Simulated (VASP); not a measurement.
# SiW6: single point with PBE+D3(BJ)

The system is SiW6, a slab with vacuum.

```
W Si
1.0
     4.46825    0.00000    0.00000
    -2.23413    3.86962    0.00000
     0.00000    0.00000   21.72591
W Si
6 1
Direct
  0.66667 0.33333 0.18411
  0.33333 0.66667 0.22609
  0.00000 0.00000 0.26807
  0.66667 0.33333 0.30709
  0.33333 0.66667 0.34670
  0.00000 0.00000 0.38322
  0.11111 0.22222 0.51210
```

* Program: VASP 6.6.1
* Task: single point
* Functional: PBE
* Dispersion: D3(BJ)
* Potentials or basis: VASP PAW PBE potentials, release 64 (W_sv, Si)
* Cutoff: 520 eV
* k mesh: 6 × 6 × 1
* Occupations: gaussian, width 0.1 eV
* Spin: no spin polarisation
* Dipole correction: yes
* Further INCAR settings: ALGO = Normal; EDIFF = 1e-06; NBANDS = 53

```yaml
Largest_force: 2.260 eV/Å
Band_gap_on_the_k_mesh: zero (bands 44 and 45 overlap by 0.40 eV)
Dispersion_energy_per_atom: -0.402 eV
```

Forces on the atoms (eV/Å):
```
W    0.000  0.088  2.080
W    0.000 -0.037 -0.649
W    0.000  0.109 -2.182
W    0.000 -0.176 -0.201
W    0.000 -0.328  0.656
W    0.000  0.358  2.231
Si   0.000 -0.013 -1.935
```

Levels at points of the mesh, in eV from the Fermi level:
```
           k point  band 40  band 41  band 42  band 43  band 44  band 45  band 46  band 47  band 48  band 49
(0.00, 0.00, 0.00)    -1.23    -1.22    -1.08    -1.08    -0.45     0.77     1.14     1.31     1.61     1.61
(0.50, 0.00, 0.00)    -1.35    -0.95    -0.77    -0.30     0.10     0.26     0.34     0.48     0.86     1.30
(0.00, 0.50, 0.00)    -1.35    -1.19    -0.76    -0.22    -0.03     0.12     0.28     0.69     0.99     1.42
```

Wall time 8.1 min on 1 thread of AMD EPYC 9R45 96-Core Processor (Zen 5), with other jobs on the host, peak memory 0.56 GiB.

Caveat: spin-orbit coupling is left out, which moves the levels of the heavy elements.
